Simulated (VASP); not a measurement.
A run of VASP 6.6.1:

Contents of INCAR:

```
SYSTEM = LiPb
PREC = Accurate ; ENCUT = 520
EDIFF = 1E-7 ; ISMEAR = -1
SIGMA = 0.1 ; LREAL = .False.
LASPH = .True. ; NELM = 100
ALGO = Normal ; ISIF = 2
LWAVE = .False. ; LCHARG = .False.
GGA = PS ; NBANDS = 16
```

The input KPOINTS:

```
regular mesh
0
Gamma
  7 7 7
  0 0 0
```

POSCAR

```
LiPb
1.0
    3.5220000000      0.0000000000      0.0000000000
    0.0000000000      3.5220000000      0.0000000000
    0.0000000000      0.0000000000      3.5220000000
Li Pb
1 1
Direct
    0.5000000000      0.5000000000      0.5000000000
    0.0000000000      0.0000000000      0.0000000000
```

Potentials or basis: VASP PAW PBE potentials, release 64 (Li_sv, Pb_d).

The run is started by

```bash
$ cat potpaw_PBE.64/Li_sv/POTCAR potpaw_PBE.64/Pb_d/POTCAR > POTCAR
$ mpirun -np 1 vasp_std > vasp.out
```

Hardware: 1 thread of AMD EPYC 7R13 Processor (Zen 3), on a shared host.

**Question.** How long does it take, and how much memory?

**Answer.** It took 12 s on 1 thread of AMD EPYC 7R13 Processor (Zen 3), with other jobs on the host, peak memory 0.13 GiB. Counts: scf iterations 12, k points 20.
